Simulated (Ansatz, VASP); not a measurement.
**BiSbS4 in VASP and in Ansatz**

```
CELL_PARAMETERS angstrom
3.86720 0.00000 0.00000
-1.93360 3.34909 0.00000
0.00000 0.00000 13.53615
ATOMIC_POSITIONS crystal
Sb 0.00000 0.00000 0.00000
Bi 0.00000 0.00000 0.50000
S 0.33333 0.66667 0.89157
S 0.33333 0.66667 0.38214
S 0.66667 0.33333 0.61786
S 0.66667 0.33333 0.10843
```

Change from the starting cell: species swapped into the ZrTaTe4 type (P-3m1, No. 164).

Alike in both runs: functional PBE; k mesh 4 × 4 × 1; occupations gaussian, width 0.15 eV; no spin polarisation.

Ansatz relaxed the structure, and its values are those at the end. VASP's run is a single point on that final structure, the one shown.

|  | VASP | Ansatz |
| --- | --- | --- |
| version | VASP 6.6.1 | Ansatz 0.2.0 |
| potentials or method | VASP PAW PBE potentials, release 64 (Sb, Bi_d, S), cutoff 520 eV | scalar-relativistic, plane waves, PAW |
| valence electrons in the cell | 44 | 54 |

|  | VASP | Ansatz | Ansatz less VASP |
| --- | --- | --- | --- |
| gap on the k mesh at the Fermi level (eV) | none | none | - |
| pressure (GPa) | 0.0 | 0.1 | +0.09 |
| rms of the force components (eV/Å) | 0.013 | 0.007 | -0.0068 |

A gap of «none» marks a metal or a gap that the smearing closes. VASP's potentials hold 44 valence electrons a cell and Ansatz's 54, so a difference there can come from the potentials and not from the codes.

The k mesh is coarse, so the values compare programs but aren't converged. Neither program's run includes spin-orbit coupling.
